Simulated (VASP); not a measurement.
A run of VASP 6.6.1:

POSCAR

```
GaN
1.0
    2.9165468114      0.0000000000      0.0000000000
   -1.4582734057      2.5258036300      0.0000000000
    0.0000000000      0.0000000000      6.1743806693
Ga N
2 2
Direct
    0.3333333333      0.6666666667      0.9991101048
    0.6666666667      0.3333333333      0.4991101048
    0.3333333333      0.6666666667      0.3758898952
    0.6666666667      0.3333333333      0.8758898952
```

The input INCAR.step1:

```
ALGO     = Normal         # electronic algorithm
EDIFF    = 1E-4           # SCF threshold, eV
ENCUT    = 520            # plane-wave cutoff, eV
GGA      = PE             # functional
ISMEAR   = 0              # smearing method
LASPH    = True           # aspherical terms in the spheres
LCHARG   = False          # write CHGCAR
LREAL    = False          # projectors in reciprocal space
LWAVE    = True           # write WAVECAR
NBANDS   = 26             # bands
NELM     = 60             # most SCF steps
PREC     = Accurate       # precision mode
SIGMA    = 0.05           # smearing width, eV
```

File INCAR.step2:

```
ALGO     = Normal         # electronic algorithm
EDIFF    = 1E-7           # SCF threshold, eV
ENCUT    = 520            # plane-wave cutoff, eV
ISIF     = 2              # what is computed and relaxed
ISMEAR   = 0              # smearing method
ISTART   = 1            
LASPH    = True           # aspherical terms in the spheres
LCHARG   = True           # write CHGCAR
LELF     = True           # ELF
LMIXTAU  = True         
LREAL    = False          # projectors in reciprocal space
LVHAR    = True         
LWAVE    = False          # write WAVECAR
METAGGA  = R2SCAN         # meta-GGA
NBANDS   = 26             # bands
NELM     = 60             # most SCF steps
PREC     = Accurate       # precision mode
SIGMA    = 0.05           # smearing width, eV
```

File KPOINTS:

```
k-points
0
Gamma
  12 12 6
```

Potentials or basis: VASP PAW PBE potentials, release 64 (Ga_d, N).

The run is started by

```console
$ cat potpaw_PBE.64/Ga_d/POTCAR potpaw_PBE.64/N/POTCAR > POTCAR
$ cp INCAR.step1 INCAR
$ mpirun -np 1 vasp_std > vasp.out
$ cp INCAR.step2 INCAR
$ mpirun -np 1 vasp_std > vasp.out
```

Hardware: 1 thread of Intel(R) Xeon(R) 6975P-C (Granite Rapids), with other jobs on the host.

**Question.** How long does it take, and how much memory?

**Answer.** It took 3.7 min on 1 thread of Intel(R) Xeon(R) 6975P-C (Granite Rapids) (shared host), peak memory 0.22 GiB. Counts: k points 76.
